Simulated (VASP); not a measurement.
# CuO in VASP: a series of runs

CuO is run at these levels: PBE; tasks: single point.

Everything below comes from runs of VASP 6.6.1. Logs are shortened: lines on timing, memory, paths and dates and some standing lists are left out, and cuts for length are marked.

## Step 1: The cell of the first run

The structure is monoclinic, space group C2/c (No. 15). The conventional cell has a = 4.231 Å, b = 4.094 Å, c = 5.160 Å, α = 90.00°, β = 90.12°, γ = 90.00°. Cu (site symmetry -1) has 4 O at 1.96 Å within 2.6 Å. O (site symmetry 2) has 4 Cu at 1.96 Å and 2 O at 2.58 Å within 2.6 Å.

## Step 2: Single point, PBE, collinear spin, ferromagnetic start

Contents of INCAR:

```
SYSTEM = CuO
PREC     = Accurate       ! precision mode
ENCUT    = 520            ! plane-wave cutoff, eV
EDIFF    = 1E-6           ! SCF threshold, eV
ISMEAR   = 0              ! smearing method
SIGMA    = 0.1            ! smearing width, eV
LREAL    = .False.        ! projectors in reciprocal space
LASPH    = .True.         ! aspherical terms in the spheres
NELM     = 150            ! most SCF steps
ALGO     = Normal         ! electronic algorithm
ISIF     = 2              ! what is computed and relaxed
LWAVE    = .False.        ! write WAVECAR
LCHARG   = .False.        ! write CHGCAR
ISPIN    = 2              ! spin polarisation
MAGMOM   = 1 1 0 0        ! initial moments
LORBIT   = 11             ! projections on sites
LMAXMIX  = 4              ! l up to which the mixer works
GGA      = PE             ! functional
NBANDS   = 29             ! bands
```

Contents of KPOINTS:

```
regular mesh
0
Gamma
  6 6 4
  0 0 0
```

Contents of POSCAR:

```
CuO
1.0
    2.1091193989     -2.0472261846      0.1642059639
    2.1091193989      2.0472261846      0.1642059639
   -0.4109069079      0.0000000000      5.1436703020
Cu O
2 2
Direct
    0.0000000000      0.5000000000      0.0000000000
    0.5000000000      0.0000000000      0.5000000000
    0.5000199997      0.4999800003      0.2500000000
    0.4999800003      0.5000199997      0.7500000000
```

Potentials or basis: VASP PAW PBE potentials, release 64 (Cu, O).

Command:

```
$ cat potpaw_PBE.64/Cu/POTCAR potpaw_PBE.64/O/POTCAR > POTCAR
$ mpirun -np 1 vasp_std > vasp.out
```

OUTCAR:

```text
SYSTEM = CuO
   PREC = Accurate
   ENCUT = 520
   EDIFF = 1E-6
   ISMEAR = 0
   LREAL = .False.
   LASPH = .True.
   NELM = 150
   ISIF = 2
   ISPIN = 2
   LORBIT = 11
   GGA = PE

 ion  position               nearest neighbor table
   1  0.000  0.500  0.000-   3 1.96   4 1.96   4 1.96   3 1.96
   2  0.500  0.000  0.500-   4 1.96   3 1.96   4 1.96   3 1.96
   3  0.500  0.500  0.250-   2 1.96   1 1.96   2 1.96   1 1.96
   4  0.500  0.500  0.750-   1 1.96   2 1.96   2 1.96   1 1.96

  LATTYP: Found a base centered monoclinic cell.
 ALAT       =     4.2310037757
 B/A-ratio  =     0.9677260022
 C/A-ratio  =     1.2195822349
 COS(beta)  =    -0.0020181539

  Lattice vectors:

 A1 = (   2.1091193989,  -2.0472261846,   0.1642059639)
 A2 = (   2.1091193989,   2.0472261846,   0.1642059639)
 A3 = (  -0.4109069079,   0.0000000000,   5.1436703020)

Analysis of symmetry for initial positions (statically):
=====================================================================
 Subroutine PRICEL returns:
 Original cell was already a primitive cell.

 Routine SETGRP: Setting up the symmetry group for a
 base centered monoclinic supercell.

 Subroutine GETGRP returns: Found  4 space group operations
 (whereof  2 operations were pure point group operations)
 out of a pool of  4 trial point group operations.

The static configuration has the point symmetry S_2 .
 The point group associated with its full space group is C_2h.

Analysis of symmetry for dynamics (positions and initial velocities):
=====================================================================
 Subroutine PRICEL returns:
 Original cell was already a primitive cell.

 Routine SETGRP: Setting up the symmetry group for a
 base centered monoclinic supercell.

 Subroutine GETGRP returns: Found  4 space group operations
 (whereof  2 operations were pure point group operations)
 out of a pool of  4 trial point group operations.

The dynamic configuration has the point symmetry S_2 .
 The point group associated with its full space group is C_2h.

Analysis of structural, dynamic, and magnetic symmetry:
=====================================================================
 Subroutine PRICEL returns:
 Original cell was already a primitive cell.

 Routine SETGRP: Setting up the symmetry group for a
 base centered monoclinic supercell.

 Subroutine GETGRP returns: Found  4 space group operations
 (whereof  2 operations were pure point group operations)
 out of a pool of  4 trial point group operations.

The overall configuration has the point symmetry S_2 .
 The point group associated with its full space group is C_2h.

 Subroutine INISYM returns: Found  4 space group operations
 (whereof  2 operations are pure point group operations),
 and found     1 'primitive' translations

----------------------------------------------------------------------------------------

                                     Primitive cell

  volume of cell :      44.6954

  direct lattice vectors                    reciprocal lattice vectors
     2.109119399 -2.047226185  0.164205964     0.235600437 -0.244232906  0.018821161
     2.109119399  2.047226185  0.164205964     0.235600437  0.244232906  0.018821161
    -0.410906908  0.000000000  5.143670302    -0.015042565  0.000000000  0.193212016

  length of vectors
     2.943889143  2.943889143  5.160057041     0.339869849  0.339869849  0.193796702

  position of ions in fractional coordinates (direct lattice)
     1.000000000  0.500000000  0.000000000
     0.500000000  1.000000000  0.500000000
     0.500020000  0.499980000  0.250000000
     0.499980000  0.500020000  0.750000000

  ion indices of the primitive-cell ions
   primitive index   ion index
                 1           1
                 2           2
                 3           3
                 4           4

----------------------------------------------------------------------------------------

 KPOINTS: regular mesh

Automatic generation of k-mesh.
 Grid dimensions read from file:
 generate k-points for:    6    6    4

 Generating k-lattice:

  Cartesian coordinates                     Fractional coordinates (reciprocal lattice)
     0.039266740 -0.040705484  0.003136860     0.166666667 -0.000000000  0.000000000
     0.039266740  0.040705484  0.003136860    -0.000000000  0.166666667  0.000000000
    -0.003760641  0.000000000  0.048303004     0.000000000  0.000000000  0.250000000

  Length of vectors
     0.056644975  0.056644975  0.048449175

  Shift w.r.t. Gamma in fractional coordinates (k-lattice)
     0.000000000  0.000000000  0.000000000

 Subroutine IBZKPT returns following result:
 ===========================================

 Found     47 irreducible k-points:

 Following reciprocal coordinates:
            Coordinates               Weight
  0.000000  0.000000  0.000000      1.000000
  0.166667 -0.000000  0.000000      4.000000
  0.333333  0.000000  0.000000      4.000000
  0.500000  0.000000 -0.000000      2.000000
  0.166667  0.166667  0.000000      2.000000
  0.333333  0.166667  0.000000      4.000000
[... 16 lines left out ...]
 -0.333333  0.166667  0.250000      4.000000
 -0.166667  0.166667  0.250000      4.000000
 [... further k-points ...]
   k-points           NKPTS =     47   k-points in BZ     NKDIM =     47   number of bands    NBANDS=     29
   number of dos      NEDOS =    301   number of ions     NIONS =      4
   total plane-waves  NPLWV =  23040
   dimension x,y,z NGX =    24 NGY =   24 NGZ =   40
   dimension x,y,z NGXF=    48 NGYF=   48 NGZF=   80
   ions per type =               2   2
   NGX,Y,Z   is equivalent  to a cutoff of  13.55, 13.55, 12.89 a.u.
   NGXF,Y,Z  is equivalent  to a cutoff of  27.11, 27.11, 25.77 a.u.
 SYSTEM =  CuO
   PREC   = accura    normal or accurate (medium, high low for compatibility)
   ISTART =      0    job   : 0-new  1-cont  2-samecut
   ICHARG =      2    charge: 1-file 2-atom 10-const
   ISPIN  =      2    spin polarized calculation?
   LNONCOLLINEAR =      F non collinear calculations
   LSORBIT =      F    spin-orbit coupling
   LASPH  =      T    aspherical Exc in radial PAW
   ENCUT  =  520.0 eV  38.22 Ry    6.18 a.u.   5.47  5.47  9.59*2*pi/ulx,y,z
   NELM   =    150;   NELMIN=  2; NELMDL= -5     # of ELM steps
   EDIFF  = 0.1E-05   stopping-criterion for ELM
   LREAL  =      F    real-space projection
   EDIFFG = 0.1E-04   stopping-criterion for IOM
   NSW    =      0    number of steps for IOM
   IBRION =     -1    ionic relax: 0-MD 1-quasi-New 2-CG
   NFREE  =      0    steps in history (QN), initial steepest desc. (CG)
   ISIF   =      2    stress and relaxation
   ISYM   =      2    0-nonsym 1-usesym 2-fastsym
   POTIM  = 0.5000    time-step for ionic-motion
   TEBEG  =    0.0;   TEEND  =   0.0 temperature during run
   PSTRESS=    0.0 pullay stress
   NELECT =      34.0000    total number of electrons
   NUPDOWN=      -1.0000    fix difference up-down
   EMIN   =  10.00;   EMAX   =-10.00  energy-range for DOS
   EFERMI =   0.00;   METHOD = LEGACY
   ISMEAR =     0;   SIGMA  =   0.10  broadening in eV -4-tet -1-fermi 0-gaus
   EFERMI_NEDOS =   21; number of points for ismear=-14 and -15
   IALGO  =     38    algorithm
   IMIX   =      4    mixing-type and parameters
     AMIX     =   0.40;   BMIX     =  1.00
     AMIX_MAG =   1.60;   BMIX_MAG =  1.00
  volume/ion in A,a.u.               =      11.17        75.40
  Fermi-wavevector in a.u.,A,eV,Ry     =   1.494446  2.824093 30.386822  2.233368
  Thomas-Fermi vector in A             =   2.606718
   LORBIT       =     11    0 simple, 1 ext, 2 COOP (PROOUT), +10 PAW based schemes
   GGA     = PE    functional components
   LHFCALC =     F    Hartree Fock is set to
   AEXX    =    0.0000 exact exchange contribution
   IVDW    =     0    specifies the selected vdW correction
   LEPSILON=     F    determine dielectric tensor
   LRPA    =     F    only Hartree local field effects (RPA)
 spin polarized calculation
 Gauss-broadening in eV      SIGMA  =   0.10
  energy-cutoff  :      520.00
  volume of cell :       44.70
 maximum number of plane-waves:      1217
 NGX is ok and might be reduce to    24
   NGX = 11   NGY = 11   NGZ = 19

 number of electron      34.0000018 magnetization      -0.0011829

 number of electron      34.0000018 magnetization       0.0031420

 Free energy of the ion-electron system (eV)
  ---------------------------------------------------
  ext. energy  EPLUGINS =         0.00000000
  ---------------------------------------------------
  free energy    TOTEN  =       -19.74488303 eV

  energy without entropy =      -19.73637199  energy(sigma->0) =      -19.74062751

 E-fermi :   4.8005     XC(G=0): -11.2709

 val. band max:        4.7989196889   @ k =  -0.3333   0.1667   0.5000
 cond. band min:       4.8170651709   @ k =   0.3333   0.1667   0.5000
 fundamental gap:      0.0181454820
 Fermi energy:         4.8005072304

 spin component 1

 k-point     1 :       0.0000    0.0000    0.0000
  band No.  band energies     occupation
      1     -14.9364      1.00000
      2     -13.6497      1.00000
      3      -3.2347      1.00000
      4      -0.6079      1.00000
      5      -0.5407      1.00000
      6       1.1059      1.00000
[... 757 lines left out ...]
     28      23.7209      0.00000
     29      25.0043      0.00000

 [... further k-points ...]

 spin component 2

 k-point     1 :       0.0000    0.0000    0.0000
  band No.  band energies     occupation
      1     -14.9358      1.00000
      2     -13.6491      1.00000
      3      -3.2342      1.00000
      4      -0.6065      1.00000
      5      -0.5394      1.00000
      6       1.1067      1.00000
[... 757 lines left out ...]
     28      23.7213      0.00000
     29      25.0047      0.00000

 [... further k-points ...]
[... 5 lines left out ...]
  --------------------------------------------------------------------------------------
  -------------------------------------------------------------------------------------
  Total        0.1633715      0.2805773      0.2886369      0.0000000      0.0000000      0.0214357
  in kB        5.8563107     10.0577365     10.3466474      0.0000000      0.0000000      0.7683952
  external PRESSURE =       8.7535649 kB  Pullay stress =       0.0000000 kB

 VOLUME and BASIS-vectors are now :
 -----------------------------------------------------------------------------
  energy-cutoff  :      520.00
  volume of cell :       44.70
      direct lattice vectors                 reciprocal lattice vectors
     2.109119399 -2.047226185  0.164205964     0.235600437 -0.244232906  0.018821161
     2.109119399  2.047226185  0.164205964     0.235600437  0.244232906  0.018821161
    -0.410906908  0.000000000  5.143670302    -0.015042565  0.000000000  0.193212016

 POSITION                                       TOTAL-FORCE (eV/Angst)
 -----------------------------------------------------------------------------------
      1.05456      1.02361      0.08210         0.000000     -0.000000      0.000000
      0.84911     -1.02361      2.65394         0.000000     -0.000000      0.000000
      2.00639     -0.00008      1.45012        -0.000000     -0.010642      0.000000
      1.80094      0.00008      4.02196        -0.000000      0.010642     -0.000000
 -----------------------------------------------------------------------------------
    total drift:                                0.000000     -0.000000     -0.000000

  FREE ENERGIE OF THE ION-ELECTRON SYSTEM (eV)
  ---------------------------------------------------
  free  energy   TOTEN  =       -19.7448830349 eV

  energy  without entropy=      -19.7363719900  energy(sigma->0) =      -19.74062751

 total charge

# of ion       s       p       d       tot
------------------------------------------
    1        0.387   0.382   9.122   9.891
    2        0.387   0.382   9.122   9.891
    3        1.577   3.373   0.000   4.950
    4        1.577   3.373   0.000   4.950
--------------------------------------------------
tot          3.929   7.509  18.244  29.682

 magnetization (x)

# of ion       s       p       d       tot
------------------------------------------
    1       -0.000   0.000   0.001   0.001
    2       -0.000   0.000   0.001   0.001
    3        0.000   0.000   0.000   0.000
    4        0.000   0.000   0.000   0.000
--------------------------------------------------
tot          0.000   0.000   0.001   0.002
```

It took 47 s on 1 thread of Intel Xeon Platinum 8559C (Emerald Rapids), shared host; peak memory 0.22 GiB.

Results:

- Free energy: -19.7449 eV
- Pressure: 0.9 GPa
- Largest force: 0.011 eV/Å
- Band gap on the k mesh: zero (filled and empty bands overlap)
- Net moment: 0.00 μB per cell
- Valence electrons inside the program's atomic spheres: Cu 9.89; O 4.95

Forces on the atoms (eV/Å):
```
Cu   0.000  0.000  0.000
Cu   0.000  0.000  0.000
O    0.000 -0.011  0.000
O    0.000  0.011  0.000
```

Caveat: semilocal functionals often make such compounds metallic where correlation or magnetic order opens a gap, which also shifts bond lengths.

## Step 3: Single point, PBE

This run uses another cell than the first one, of 11.20 Å³/atom, 1.002 times its volume.

Contents of INCAR:

```
ALGO = Normal
EDIFF = 1E-7
ENCUT = 520
GGA = PE
ISIF = 2
ISMEAR = 0
LASPH = True
LCHARG = False
LREAL = False
LWAVE = False
NBANDS = 25
NELM = 80
PREC = Accurate
SIGMA = 0.1
```

Contents of KPOINTS:

```
k-points
0
Gamma
  16 16 10
```

Contents of POSCAR:

```
CuO
1.0
    2.0805589440     -2.0899478423      0.0000000000
    2.0805589440      2.0899478423      0.0000000000
    0.0000000000      0.0000000000      5.1505284434
Cu O
2 2
Direct
    0.5000000000      0.0000000000      0.0000000000
    0.0000000000      0.5000000000      0.5000000000
    0.5000000000      0.5000000000      0.2500000000
    0.5000000000      0.5000000000      0.7500000000
```

Potentials or basis: VASP PAW PBE potentials, release 64 (Cu, O).

Command:

```
$ cat potpaw_PBE.64/Cu/POTCAR potpaw_PBE.64/O/POTCAR > POTCAR
$ mpirun -np 1 vasp_std > vasp.out
```

Run time: 3.3 min. Hardware: 1 thread of Intel Xeon Platinum 8559C (Emerald Rapids), shared host; peak memory 0.48 GiB.

Results (log left out):

| Item | Value |
| --- | --- |
| Free energy | -19.7373 eV |
| Pressure | 0.7 GPa |
| Band gap on the k mesh | zero (band 17 reaches 5.43 eV, above the bottom of band 18 at 4.25 eV) |

Stress tensor (GPa, compression positive):
```
0.56 0.00 0.00
0.00 0.50 0.00
0.00 0.00 0.92
```

Levels at points of the mesh, in eV from the Fermi level:
```
           k point  band 13  band 14  band 15  band 16  band 17  band 18  band 19  band 20  band 21  band 22
(0.00, 0.00, 0.00)    -2.39    -2.37    -2.28    -1.90     0.65     0.66     1.38     6.08     7.25    13.14
(0.50, 0.00, 0.00)    -2.28    -1.88    -1.58    -1.50     0.20     0.46     3.74     5.81     6.41    10.87
(0.50, 0.50, 0.00)    -2.35    -2.35    -1.62    -1.21    -1.21     1.10     2.16     7.20     9.73     9.81
(0.00, 0.00, 0.50)    -2.26    -2.26    -1.55    -1.55     0.10     0.10     3.44     3.44    11.60    11.60
(0.50, 0.00, 0.50)    -2.38    -2.34    -2.02    -1.82    -0.19     0.66     4.33     5.84     8.25     8.62
(0.50, 0.50, 0.50)    -1.89    -1.89    -1.43    -1.43    -0.53    -0.53     4.01     4.01    10.36    10.36
```

Caveat: semilocal functionals often make such compounds metallic where correlation or magnetic order opens a gap, which also shifts bond lengths.
